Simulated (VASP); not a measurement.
# SiC2N4 (Pn-3m) in VASP: electric field gradients with LDA

Aim: the electric field gradients of SiC2N4 with LDA.

All numbers are computed with VASP 6.6.1; they aren't measurements. Logs are shortened: lines on timing, memory, paths and dates and some standing lists are left out, and cuts for length are marked.

## 1. The cell of the first run

The structure is cubic, space group Pn-3m (No. 224). The conventional cell has a = 6.631 Å, b = 6.631 Å, c = 6.631 Å, α = 90.00°, β = 90.00°, γ = 90.00°. Si (site symmetry -43m) has 4 N at 1.67 Å within 2.2 Å. Within 1.6 Å of C (site symmetry -3m) lie 2 N at 1.20 Å. Within 1.6 Å of N (site symmetry 3m) lie 1 C at 1.20 Å.

## 2. Electric field gradients, LDA

Contents of INCAR:

```
ALGO = Normal
EDIFF = 1E-8
ENCUT = 1000
GGA = CA
GGA_COMPAT = F
ISIF = 2
ISMEAR = 0
LASPH = T
LCHARG = F
LEFG = T
LREAL = F
LWAVE = F
NBANDS = 45
NELM = 120
PREC = Accurate
SIGMA = 0.01
```

Contents of KPOINTS:

```
k-points
0
Gamma
  4 4 4
```

Contents of POSCAR:

```
SiC2N4
1.0
    6.6305330479      0.0000000000      0.0000000000
    0.0000000000      6.6305330479      0.0000000000
    0.0000000000      0.0000000000      6.6305330479
Si C N
2 4 8
Direct
    0.0000000000      0.0000000000      0.0000000000
    0.5000000000      0.5000000000      0.5000000000
    0.7500000000      0.7500000000      0.7500000000
    0.7500000000      0.2500000000      0.2500000000
    0.2500000000      0.2500000000      0.7500000000
    0.2500000000      0.7500000000      0.2500000000
    0.8545680737      0.8545680737      0.8545680737
    0.6454319263      0.3545680737      0.3545680737
    0.1454319263      0.1454319263      0.8545680737
    0.3545680737      0.6454319263      0.3545680737
    0.8545680737      0.1454319263      0.1454319263
    0.6454319263      0.6454319263      0.6454319263
    0.1454319263      0.8545680737      0.1454319263
    0.3545680737      0.3545680737      0.6454319263
```

Potentials or basis: VASP PAW LDA potentials, release 64 (Si, C_h, N_h).

Launch:

```console
cat potpaw_LDA.64/Si/POTCAR potpaw_LDA.64/C_h/POTCAR potpaw_LDA.64/N_h/POTCAR > POTCAR
mpirun -np 1 vasp_std > vasp.out
```

OUTCAR:

```text
EDIFF = 1E-8
   ENCUT = 1000
   GGA = CA
   ISIF = 2
   ISMEAR = 0
   LASPH = T
   LREAL = F
   NELM = 120
   PREC = Accurate

 ion  position               nearest neighbor table
   1  0.000  0.000  0.000-   7 1.67   9 1.67  11 1.67  13 1.67
   2  0.500  0.500  0.500-   8 1.67  10 1.67  12 1.67  14 1.67
   3  0.750  0.750  0.750-   7 1.20  12 1.20
   4  0.750  0.250  0.250-   8 1.20  11 1.20
   5  0.250  0.250  0.750-   9 1.20  14 1.20
   6  0.250  0.750  0.250-  10 1.20  13 1.20
   7  0.855  0.855  0.855-   3 1.20   1 1.67
   8  0.645  0.355  0.355-   4 1.20   2 1.67
   9  0.145  0.145  0.855-   5 1.20   1 1.67
  10  0.355  0.645  0.355-   6 1.20   2 1.67
  11  0.855  0.145  0.145-   4 1.20   1 1.67
  12  0.645  0.645  0.645-   3 1.20   2 1.67
  13  0.145  0.855  0.145-   6 1.20   1 1.67
  14  0.355  0.355  0.645-   5 1.20   2 1.67

  LATTYP: Found a simple cubic cell.
 ALAT       =     6.6305330479

  Lattice vectors:

 A1 = (   6.6305330479,   0.0000000000,   0.0000000000)
 A2 = (   0.0000000000,   6.6305330479,   0.0000000000)
 A3 = (   0.0000000000,   0.0000000000,   6.6305330479)

Analysis of symmetry for initial positions (statically):
=====================================================================
 Subroutine PRICEL returns:
 Original cell was already a primitive cell.

 Routine SETGRP: Setting up the symmetry group for a
 simple cubic supercell.

 Subroutine GETGRP returns: Found 48 space group operations
 (whereof 24 operations were pure point group operations)
 out of a pool of 48 trial point group operations.

The static configuration has the point symmetry T_d .
 The point group associated with its full space group is O_h .

Analysis of symmetry for dynamics (positions and initial velocities):
=====================================================================
 Subroutine PRICEL returns:
 Original cell was already a primitive cell.

 Routine SETGRP: Setting up the symmetry group for a
 simple cubic supercell.

 Subroutine GETGRP returns: Found 48 space group operations
 (whereof 24 operations were pure point group operations)
 out of a pool of 48 trial point group operations.

The dynamic configuration has the point symmetry T_d .
 The point group associated with its full space group is O_h .

 Subroutine INISYM returns: Found 48 space group operations
 (whereof 24 operations are pure point group operations),
 and found     1 'primitive' translations

----------------------------------------------------------------------------------------

                                     Primitive cell

  volume of cell :     291.5045

  direct lattice vectors                    reciprocal lattice vectors
     6.630533048  0.000000000  0.000000000     0.150817437  0.000000000  0.000000000
     0.000000000  6.630533048  0.000000000     0.000000000  0.150817437  0.000000000
     0.000000000  0.000000000  6.630533048     0.000000000  0.000000000  0.150817437

  length of vectors
     6.630533048  6.630533048  6.630533048     0.150817437  0.150817437  0.150817437

  position of ions in fractional coordinates (direct lattice)
     0.000000000  0.000000000  0.000000000
     0.500000000  0.500000000  0.500000000
     0.750000000  0.750000000  0.750000000
     0.750000000  0.250000000  0.250000000
     0.250000000  0.250000000  0.750000000
     0.250000000  0.750000000  0.250000000
     0.854568074  0.854568074  0.854568074
     0.645431926  0.354568074  0.354568074
     0.145431926  0.145431926  0.854568074
     0.354568074  0.645431926  0.354568074
     0.854568074  0.145431926  0.145431926
     0.645431926  0.645431926  0.645431926
     0.145431926  0.854568074  0.145431926
     0.354568074  0.354568074  0.645431926

[... 102 lines left out ...]
   LEPSILON=     F    determine dielectric tensor
   LRPA    =     F    only Hartree local field effects (RPA)
 non-spin polarized calculation
 Gauss-broadening in eV      SIGMA  =   0.01
  energy-cutoff  :     1000.00
  volume of cell :      291.50
 maximum number of plane-waves:     21034
 NGX is ok and might be reduce to    70
   NGX = 35   NGY = 35   NGZ = 35

 number of electron      64.0000000 magnetization

 Free energy of the ion-electron system (eV)
  ---------------------------------------------------
  ext. energy  EPLUGINS =         0.00000000
  ---------------------------------------------------
  free energy    TOTEN  =      -127.40707433 eV

  energy without entropy =     -127.40707433  energy(sigma->0) =     -127.40707433

 E-fermi :  -1.5128     XC(G=0):  -6.8372

 val. band max:       -1.5574722414   @ k =   0.0000   0.0000   0.0000
 cond. band min:       2.6519245171   @ k =   0.2500   0.2500   0.2500
 fundamental gap:      4.2093967585
 Fermi energy:        -1.5128333772

 k-point     1 :       0.0000    0.0000    0.0000
  band No.  band energies     occupation
      1     -19.6869      2.00000
      2     -19.2642      2.00000
      3     -19.2642      2.00000
      4     -19.2642      2.00000
      5     -18.3090      2.00000
      6     -17.5290      2.00000
[... 459 lines left out ...]
     43       5.8350      0.00000
     44       5.9798      0.00000
 [bands above 44 left out]

------------------------ aborting loop because EDIFF is reached ----------------------------------------

  FORCE on cell =-STRESS in cart. coord.  units (eV):
  Direction    XX          YY          ZZ          XY          YZ          ZX
  --------------------------------------------------------------------------------------
  -------------------------------------------------------------------------------------
  Total        0.3237364      0.3237364      0.3237364     -0.0000000     -0.0000000     -0.0000000
  in kB        1.7793314      1.7793314      1.7793314     -0.0000000     -0.0000000     -0.0000000
  external PRESSURE =       1.7793314 kB  Pullay stress =       0.0000000 kB

 VOLUME and BASIS-vectors are now :
 -----------------------------------------------------------------------------
  energy-cutoff  :     1000.00
  volume of cell :      291.50
      direct lattice vectors                 reciprocal lattice vectors
     6.630533048  0.000000000  0.000000000     0.150817437  0.000000000  0.000000000
     0.000000000  6.630533048  0.000000000     0.000000000  0.150817437  0.000000000
     0.000000000  0.000000000  6.630533048     0.000000000  0.000000000  0.150817437

 POSITION                                       TOTAL-FORCE (eV/Angst)
 -----------------------------------------------------------------------------------
      0.00000      0.00000      0.00000        -0.000000     -0.000000     -0.000000
      3.31527      3.31527      3.31527        -0.000000     -0.000000     -0.000000
      4.97290      4.97290      4.97290        -0.000000     -0.000000     -0.000000
      4.97290      1.65763      1.65763        -0.000000     -0.000000     -0.000000
      1.65763      1.65763      4.97290        -0.000000     -0.000000     -0.000000
      1.65763      4.97290      1.65763        -0.000000     -0.000000     -0.000000
      5.66624      5.66624      5.66624         0.033557      0.033557      0.033557
      4.27956      2.35098      2.35098        -0.033557      0.033557      0.033557
      0.96429      0.96429      5.66624        -0.033557     -0.033557      0.033557
      2.35098      4.27956      2.35098         0.033557     -0.033557      0.033557
      5.66624      0.96429      0.96429         0.033557     -0.033557     -0.033557
      4.27956      4.27956      4.27956        -0.033557     -0.033557     -0.033557
      0.96429      5.66624      0.96429        -0.033557      0.033557     -0.033557
      2.35098      2.35098      4.27956         0.033557      0.033557     -0.033557
 -----------------------------------------------------------------------------------
    total drift:                               -0.000000      0.000000     -0.000000

  FREE ENERGIE OF THE ION-ELECTRON SYSTEM (eV)
  ---------------------------------------------------
  free  energy   TOTEN  =      -127.4070743332 eV

  energy  without entropy=     -127.4070743332  energy(sigma->0) =     -127.40707433

 Electric field gradients (V/A^2)
---------------------------------------------------------------------
 ion       V_xx      V_yy      V_zz      V_xy      V_xz      V_yz
---------------------------------------------------------------------
   1       0.000     0.000     0.000     0.000     0.000     0.000
   2       0.000     0.000     0.000     0.000     0.000    -0.000
   3      -0.000    -0.000    -0.000   -23.522   -23.522   -23.522
   4      -0.000    -0.000    -0.000    23.522    23.522   -23.522
   5      -0.000    -0.000    -0.000   -23.522    23.522    23.522
   6      -0.000    -0.000    -0.000    23.522   -23.522    23.522
   7       0.000     0.000     0.000    13.669    13.669    13.669
   8       0.000    -0.000     0.000   -13.669   -13.669    13.669
   9       0.000     0.000     0.000    13.669   -13.669   -13.669
  10       0.000     0.000     0.000   -13.669    13.669   -13.669
  11       0.000     0.000     0.000   -13.669   -13.669    13.669
  12       0.000     0.000     0.000    13.669    13.669    13.669
  13       0.000     0.000     0.000   -13.669    13.669   -13.669
  14       0.000     0.000     0.000    13.669   -13.669   -13.669
---------------------------------------------------------------------

 Electric field gradients after diagonalization (V/A^2)
 (convention: |V_zz| > |V_xx| > |V_yy|)
----------------------------------------------------------------------
 ion       V_xx      V_yy      V_zz     asymmetry (V_yy - V_xx)/ V_zz
----------------------------------------------------------------------
   1       0.000     0.000     0.000      -0.098
   2       0.000     0.000     0.000      -0.117
   3      23.522    23.522   -47.043       0.000
   4      23.522    23.522   -47.043       0.000
   5      23.522    23.522   -47.043       0.000
   6      23.522    23.522   -47.043       0.000
   7     -13.669   -13.669    27.339       0.000
   8     -13.669   -13.669    27.339       0.000
   9     -13.669   -13.669    27.339       0.000
  10     -13.669   -13.669    27.339       0.000
  11     -13.669   -13.669    27.339       0.000
  12     -13.669   -13.669    27.339       0.000
  13     -13.669   -13.669    27.339       0.000
  14     -13.669   -13.669    27.339       0.000
----------------------------------------------------------------------

           NMR quadrupolar parameters

 Cq : quadrupolar parameter    Cq=e*Q*V_zz/h
 eta: asymmetry parameters     (V_yy - V_xx)/ V_zz
 Q  : nuclear electric quadrupole moment in mb (millibarn)
----------------------------------------------------------------------
 ion       Cq(MHz)       eta       Q (mb)
----------------------------------------------------------------------
   1       0.000      -0.098       1.000
   2       0.000      -0.117       1.000
   3      -0.114       0.000       1.000
   4      -0.114       0.000       1.000
   5      -0.114       0.000       1.000
   6      -0.114       0.000       1.000
   7       0.066       0.000       1.000
   8       0.066       0.000       1.000
   9       0.066       0.000       1.000
  10       0.066       0.000       1.000
  11       0.066       0.000       1.000
  12       0.066       0.000       1.000
  13       0.066       0.000       1.000
  14       0.066       0.000       1.000
----------------------------------------------------------------------
```

It took 6.6 min on 1 thread of AMD EPYC 7R13 (Zen 3), shared host; peak memory 0.65 GiB.

What came out:

```yaml
Free_energy: -127.4071 eV
Pressure: 0.2 GPa
Largest_force: 0.058 eV/Å
Band_gap_on_the_k_mesh: 4.21 eV (least direct gap 4.22 eV)
Largest_electric_field_gradient_by_atom: Si +0.0; C -47.0; N +27.3 V/Å²
```

Forces on the atoms (eV/Å):
```
Si   0.000  0.000  0.000
Si   0.000  0.000  0.000
C    0.000  0.000  0.000
C    0.000  0.000  0.000
C    0.000  0.000  0.000
C    0.000  0.000  0.000
N    0.034  0.034  0.034
N   -0.034  0.034  0.034
N   -0.034 -0.034  0.034
N    0.034 -0.034  0.034
N    0.034 -0.034 -0.034
N   -0.034 -0.034 -0.034
N   -0.034  0.034 -0.034
N    0.034  0.034 -0.034
```

Electric field gradients, principal values (V/Å²):
```
atom    least   middle  greatest (by size)
1 Si    0.000    0.000               0.000
2 Si    0.000    0.000               0.000
 3 C   23.522   23.522             -47.043
 4 C   23.522   23.522             -47.043
 5 C   23.522   23.522             -47.043
 6 C   23.522   23.522             -47.043
 7 N  -13.669  -13.669              27.339
 8 N  -13.669  -13.669              27.339
 9 N  -13.669  -13.669              27.339
10 N  -13.669  -13.669              27.339
11 N  -13.669  -13.669              27.339
12 N  -13.669  -13.669              27.339
13 N  -13.669  -13.669              27.339
14 N  -13.669  -13.669              27.339
```

Caveat: without QUAD_EFG the Cq values of the log hold for a quadrupole moment of 1 mb, not for the nuclei.
